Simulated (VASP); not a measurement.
Set up this calculation in VASP 6.6.1, as the native input.

```
Task                   : single point
Functional             : PBE
Potentials or basis    : VASP PAW PBE potentials, release 64 (Co, Sn_d)
Cutoff                 : 520 eV
k mesh                 : 12 × 12 × 12
Occupations            : gaussian, width 0.15 eV
Spin                   : no spin polarisation
Dipole correction      : no
Further INCAR settings : ALGO = Fast; EDIFF = 1e-06; NBANDS = 44
```

The structure of CoSn lies in POSCAR:

```
CoSn
1.0
    5.2965850066      0.0000000000      0.0000000000
   -2.6482925033      4.5869771690      0.0000000000
    0.0000000000      0.0000000000      3.8918646638
Co Sn
3 3
Direct
    0.0000000000      0.5000000000      0.0000000000
    0.5000000000      0.5000000000      0.0000000000
    0.5000000000      0.0000000000      0.0000000000
    0.6666666667      0.3333333333      0.5000000000
    0.3333333333      0.6666666667      0.5000000000
    0.0000000000      0.0000000000      0.0000000000
```

This cell differs from its parent crystal: strain +0.000 along x and y, -0.080 along z.

These files were run (other wordings do the same):

INCAR

```
PREC = Accurate
ENCUT = 520
EDIFF = 1E-6
ISMEAR = 0
SIGMA = 0.15
LREAL = False
LASPH = True
NELM = 100
ALGO = Fast
ISIF = 2
LWAVE = False
LCHARG = False
GGA = PE
NBANDS = 44
```

KPOINTS

```
Automatic mesh
0
Gamma
  12 12 12
```

Potentials or basis: VASP PAW PBE potentials, release 64 (Co, Sn_d).

Launch:

```sh
$ cat potpaw_PBE.64/Co/POTCAR potpaw_PBE.64/Sn_d/POTCAR > POTCAR
$ mpirun -np 1 vasp_std > vasp.out
```

Results of the run:

| Property | Result |
| --- | --- |
| Pressure | 14.1 GPa |
| Band gap on the k mesh | zero (an odd number of electrons rules out a gap without spin polarisation) |

Caveat: the cell differs from its parent crystal (strain +0.000 along x and y, -0.080 along z); the cell stands under pressure; spin-orbit coupling is left out, which moves the levels of the heavy elements; the run has no spin polarisation, though such a crystal can be magnetic.

Run time: 11 min on 1 thread of Intel(R) Xeon(R) Platinum 8375C CPU @ 2.90GHz (Ice Lake), with other jobs on the host, peak memory 0.53 GiB.
